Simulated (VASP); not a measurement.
Here is a VASP 6.6.1 calculation.

Contents of INCAR:

```
PREC = Accurate ; ENCUT = 520
EDIFF = 1E-6 ; ISMEAR = 0
SIGMA = 0.1 ; LREAL = False
LASPH = True ; NELM = 150
ALGO = Normal ; ISIF = 2
LWAVE = False ; LCHARG = True
ISPIN = 2 ; MAGMOM = 1 1 1 1 0
LORBIT = 11 ; LMAXMIX = 4
GGA = PE ; LELF = True
LVHAR = True ; NBANDS = 47
```

Contents of KPOINTS:

```
Automatic mesh
0
Gamma
  4 4 4
```

The input POSCAR:

```
MoRu3W
1.0
    4.8780267656      0.0000000000      0.0000000000
    0.0000000000      4.8780267656      0.0000000000
    0.0000000000      0.0000000000      4.7716821370
Mo Ru W
1 3 1
Direct
    0.5000000000      0.5000000000      0.0000000000
    0.0000000000      0.5000000000      0.5000000000
    0.5000000000      0.0000000000      0.5000000000
    0.0000000000      0.0000000000      0.5000000000
    0.5000000000      0.5000000000      0.5000000000
```

Potentials or basis: VASP PAW PBE potentials, release 64 (Mo_sv, Ru_pv, W_sv).

Command:

```sh
$ cat potpaw_PBE.64/Mo_sv/POTCAR potpaw_PBE.64/Ru_pv/POTCAR potpaw_PBE.64/W_sv/POTCAR > POTCAR
$ mpirun -np 1 vasp_std > vasp.out
```

Question: Estimate the net moment.

Answer: 1.41 μB per cell.

Question: What does it give for the pressure?

Answer: 1.1 GPa.

Question: What does it give for the site moments?

Answer: Mo -0.01; Ru +0.15, +0.95 (each value once); W +0.04 μB.

Stress tensor (GPa, compression positive):
```
1.55 0.00 0.00
0.00 1.55 0.00
0.00 0.00 0.18
```
